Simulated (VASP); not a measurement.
# BiF (I4/mmm) in VASP: single point with PBE

Aim: the single point of BiF with PBE.

All numbers are computed with VASP 6.6.1; they aren't measurements. Logs are shortened: lines on timing, memory, paths and dates and some standing lists are left out, and cuts for length are marked.

### 1 The cell of the first run

Symmetry: I4/mmm, No. 139, tetragonal system. The conventional cell has a = 3.797 Å, b = 3.797 Å, c = 11.308 Å, α = 90.00°, β = 90.00°, γ = 90.00°. Within 3.2 Å of Bi (site symmetry 4mm) lie 5 F at 2.40 to 2.79 Å and 1 Bi at 2.51 Å. F (site symmetry 4mm) has 5 Bi at 2.40 to 2.79 Å and 4 F at 3.15 Å within 3.2 Å.

### 2 Single point, PBE

Contents of INCAR:

```
SYSTEM = BiF
PREC = Accurate
ENCUT = 520
EDIFF = 1E-6
ISMEAR = -1
SIGMA = 0.1
LREAL = .FALSE.
LASPH = .TRUE.
NELM = 80
ALGO = Normal
ISIF = 2
LWAVE = .FALSE.
LCHARG = .FALSE.
GGA = PE
NBANDS = 30
```

Contents of KPOINTS:

```
regular mesh
0
G
  9 9 9
  0 0 0
```

Contents of POSCAR:

```
BiF
1.0
    0.0000000000      3.7970380000      0.0000000000
    3.7970380000      0.0000000000      0.0000000000
    1.8985190000      1.8985190000     -5.6540590000
Bi F
2 2
Direct
    0.1110000000      0.1110000000      0.7780000000
    0.8890000000      0.8890000000      0.2220000000
    0.3230000000      0.3230000000      0.3540000000
    0.6770000000      0.6770000000      0.6460000000
```

Potentials or basis: VASP PAW PBE potentials, release 64 (Bi_d, F).

Run with:

```console
$ cat potpaw_PBE.64/Bi_d/POTCAR potpaw_PBE.64/F/POTCAR > POTCAR
$ mpirun -np 1 vasp_std > vasp.out
```

OUTCAR:

```text
SYSTEM = BiF
   PREC = Accurate
   ENCUT = 520
   EDIFF = 1E-6
   ISMEAR = -1
   LREAL = .FALSE.
   LASPH = .TRUE.
   NELM = 80
   ISIF = 2
   GGA = PE

 ion  position               nearest neighbor table
   1  0.111  0.111  0.778-   3 2.40   2 2.51   4 2.79   4 2.79   4 2.79   4 2.79
   2  0.889  0.889  0.222-   4 2.40   1 2.51   3 2.79   3 2.79   3 2.79   3 2.79
   3  0.323  0.323  0.354-   1 2.40   2 2.79   2 2.79   2 2.79   2 2.79
   4  0.677  0.677  0.646-   2 2.40   1 2.79   1 2.79   1 2.79   1 2.79

  LATTYP: Found a body centered tetragonal cell.
 ALAT       =     3.7970380000
 C/A-ratio  =     2.9781419096

  Lattice vectors:

 A1 = (  -1.8985190000,   1.8985190000,   5.6540590000)
 A2 = (   1.8985190000,  -1.8985190000,   5.6540590000)
 A3 = (   1.8985190000,   1.8985190000,  -5.6540590000)

Analysis of symmetry for initial positions (statically):
=====================================================================
 Subroutine PRICEL returns:
 Original cell was already a primitive cell.

 Routine SETGRP: Setting up the symmetry group for a
 body centered tetragonal supercell.

 Subroutine GETGRP returns: Found 16 space group operations
 (whereof 16 operations were pure point group operations)
 out of a pool of 16 trial point group operations.

The static configuration has the point symmetry D_4h.

Analysis of symmetry for dynamics (positions and initial velocities):
=====================================================================
 Subroutine PRICEL returns:
 Original cell was already a primitive cell.

 Routine SETGRP: Setting up the symmetry group for a
 body centered tetragonal supercell.

 Subroutine GETGRP returns: Found 16 space group operations
 (whereof 16 operations were pure point group operations)
 out of a pool of 16 trial point group operations.

The dynamic configuration has the point symmetry D_4h.

 Subroutine INISYM returns: Found 16 space group operations
 (whereof 16 operations are pure point group operations),
 and found     1 'primitive' translations

----------------------------------------------------------------------------------------

                                     Primitive cell

  volume of cell :      81.5174

  direct lattice vectors                    reciprocal lattice vectors
[... 83 lines left out ...]
   ISTART =      0    job   : 0-new  1-cont  2-samecut
   ICHARG =      2    charge: 1-file 2-atom 10-const
   ISPIN  =      1    spin polarized calculation?
   LNONCOLLINEAR =      F non collinear calculations
   LSORBIT =      F    spin-orbit coupling
   LASPH  =      T    aspherical Exc in radial PAW
   ENCUT  =  520.0 eV  38.22 Ry    6.18 a.u.   7.06  7.06 11.64*2*pi/ulx,y,z
   NELM   =     80;   NELMIN=  2; NELMDL= -5     # of ELM steps
   EDIFF  = 0.1E-05   stopping-criterion for ELM
   LREAL  =      F    real-space projection
   EDIFFG = 0.1E-04   stopping-criterion for IOM
   NSW    =      0    number of steps for IOM
   IBRION =     -1    ionic relax: 0-MD 1-quasi-New 2-CG
   NFREE  =      0    steps in history (QN), initial steepest desc. (CG)
   ISIF   =      2    stress and relaxation
   ISYM   =      2    0-nonsym 1-usesym 2-fastsym
   POTIM  = 0.5000    time-step for ionic-motion
   TEBEG  =    0.0;   TEEND  =   0.0 temperature during run
   PSTRESS=    0.0 pullay stress
   NELECT =      44.0000    total number of electrons
   NUPDOWN=      -1.0000    fix difference up-down
   EMIN   =  10.00;   EMAX   =-10.00  energy-range for DOS
   EFERMI =   0.00;   METHOD = LEGACY
   ISMEAR =    -1;   SIGMA  =   0.10  broadening in eV -4-tet -1-fermi 0-gaus
   EFERMI_NEDOS =   21; number of points for ismear=-14 and -15
   IALGO  =     38    algorithm
   IMIX   =      4    mixing-type and parameters
     AMIX     =   0.40;   BMIX     =  1.00
     AMIX_MAG =   1.60;   BMIX_MAG =  1.00
  volume/ion in A,a.u.               =      20.38       137.53
  Fermi-wavevector in a.u.,A,eV,Ry     =   1.332935  2.518882 24.173686  1.776716
  Thomas-Fermi vector in A             =   2.461832
   LORBIT       =      0    0 simple, 1 ext, 2 COOP (PROOUT), +10 PAW based schemes
   GGA     = PE    functional components
   LHFCALC =     F    Hartree Fock is set to
   AEXX    =    0.0000 exact exchange contribution
   IVDW    =     0    specifies the selected vdW correction
   LEPSILON=     F    determine dielectric tensor
   LRPA    =     F    only Hartree local field effects (RPA)
 non-spin polarized calculation
  energy-cutoff  :      520.00
  volume of cell :       81.52
 maximum number of plane-waves:      2207
   NGX = 15   NGY = 15   NGZ = 23

 number of electron      44.0000010 magnetization

 Free energy of the ion-electron system (eV)
  ---------------------------------------------------
  ext. energy  EPLUGINS =         0.00000000
  ---------------------------------------------------
  free energy    TOTEN  =       -13.92520146 eV

  energy without entropy =      -13.84252881  energy(sigma->0) =      -13.88386514

 E-fermi :   6.3818     XC(G=0): -10.0405

 val. band max:        6.3760474645   @ k =   0.3333   0.0000   0.1111
 cond. band min:       6.3849893894   @ k =  -0.1111  -0.4444   0.2222
 fundamental gap:      0.0089419249
 Fermi energy:         6.3817528686

 k-point     1 :       0.0000    0.0000    0.0000
  band No.  band energies     occupation
      1     -17.9505      2.00000
      2     -17.4204      2.00000
      3     -17.3189      2.00000
      4     -17.3189      2.00000
      5     -17.2813      2.00000
      6     -17.1394      2.00000
[... 781 lines left out ...]
     29      15.5612      0.00000
     30      16.6065      0.00000

 [... further k-points ...]
[... 5 lines left out ...]
  --------------------------------------------------------------------------------------
  -------------------------------------------------------------------------------------
  Total       -0.3613895     -0.3613895     20.3451947      0.0000000     -0.0000000      0.0000000
  in kB       -7.1029028     -7.1029028    399.8731177      0.0000000     -0.0000000      0.0000000
  external PRESSURE =     128.5557707 kB  Pullay stress =       0.0000000 kB

 VOLUME and BASIS-vectors are now :
 -----------------------------------------------------------------------------
  energy-cutoff  :      520.00
  volume of cell :       81.52
      direct lattice vectors                 reciprocal lattice vectors
     0.000000000  3.797038000  0.000000000     0.000000000  0.263363179  0.088432045
     3.797038000  0.000000000  0.000000000     0.263363179  0.000000000  0.088432045
     1.898519000  1.898519000 -5.654059000     0.000000000  0.000000000 -0.176864090

 POSITION                                       TOTAL-FORCE (eV/Angst)
 -----------------------------------------------------------------------------------
      1.89852      1.89852     -4.39886         0.000000      0.000000      4.855576
      3.79704      3.79704     -1.25520         0.000000      0.000000     -4.855576
      1.89852      1.89852     -2.00154         0.000000      0.000000      0.670122
      3.79704      3.79704     -3.65252        -0.000000     -0.000000     -0.670122
 -----------------------------------------------------------------------------------
    total drift:                               -0.000000     -0.000000      0.000000

  FREE ENERGIE OF THE ION-ELECTRON SYSTEM (eV)
  ---------------------------------------------------
  free  energy   TOTEN  =       -13.9252014636 eV

  energy  without entropy=      -13.8425288102  energy(sigma->0) =      -13.88386514
```

OSZICAR:

```text
N       E                     dE             d eps       ncg     rms          rms(c)
DAV:   1     0.539506227452E+03    0.53951E+03   -0.23272E+04  4518   0.180E+03
DAV:   2     0.520040741076E+02   -0.48750E+03   -0.46739E+03  4654   0.510E+02
DAV:   3    -0.132956774453E+02   -0.65300E+02   -0.63926E+02  5308   0.189E+02
DAV:   4    -0.159355204222E+02   -0.26398E+01   -0.26314E+01  5076   0.407E+01
DAV:   5    -0.160406883641E+02   -0.10517E+00   -0.10516E+00  6386   0.803E+00    0.835E+00
DAV:   6    -0.139894816666E+02    0.20512E+01   -0.92505E+00  5802   0.205E+01    0.338E+00
DAV:   7    -0.139504604754E+02    0.39021E-01   -0.10537E+00  5322   0.632E+00    0.162E+00
DAV:   8    -0.139287932267E+02    0.21667E-01   -0.23802E-01  5146   0.357E+00    0.618E-01
DAV:   9    -0.139245933366E+02    0.41999E-02   -0.28370E-02  6900   0.148E+00    0.135E-01
DAV:  10    -0.139254630197E+02   -0.86968E-03   -0.52699E-03  6148   0.980E-01    0.883E-02
DAV:  11    -0.139251904387E+02    0.27258E-03   -0.75749E-04  7090   0.378E-01    0.200E-02
DAV:  12    -0.139252019026E+02   -0.11464E-04   -0.20673E-04  5760   0.993E-02    0.105E-02
DAV:  13    -0.139252024256E+02   -0.52310E-06   -0.10893E-05  6034   0.224E-02    0.491E-03
DAV:  14    -0.139252014636E+02    0.96203E-06   -0.49919E-07  3438   0.691E-03
   1 F= -.13925201E+02 E0= -.13883865E+02  d E =-.826727E-01
```

Run time: 2.5 min. Hardware: 1 thread of Intel Xeon 8259CL, shared host; peak memory 0.28 GiB.

What came out:

* Free energy: -13.9252 eV
* Pressure: 12.9 GPa
* Largest force: 4.856 eV/Å
* Band gap on the k mesh: zero (bands 22 and 23 overlap by 1.54 eV)

Forces on the atoms (eV/Å):
```
Bi   0.000  0.000  4.856
Bi   0.000  0.000 -4.856
F    0.000  0.000  0.670
F    0.000  0.000 -0.670
```

Stress tensor (GPa, compression positive):
```
-0.71  0.00  0.00
 0.00 -0.71  0.00
 0.00  0.00 39.99
```

Levels at points of the mesh, in eV from the Fermi level:
| k point | band 18 | band 19 | band 20 | band 21 | band 22 | band 23 | band 24 | band 25 | band 26 | band 27 |
| --- | --- | --- | --- | --- | --- | --- | --- | --- | --- | --- |
| (0.00, 0.00, 0.00) | -4.90 | -4.90 | -3.93 | -1.16 | 0.86 | 0.86 | 4.11 | 4.11 | 5.48 | 5.61 |

Caveat: the cell stands under pressure; spin-orbit coupling is left out, which moves the levels of the heavy elements; forces of over 1 eV/Å act on the atoms, so gaps and moduli don't describe the material at rest.
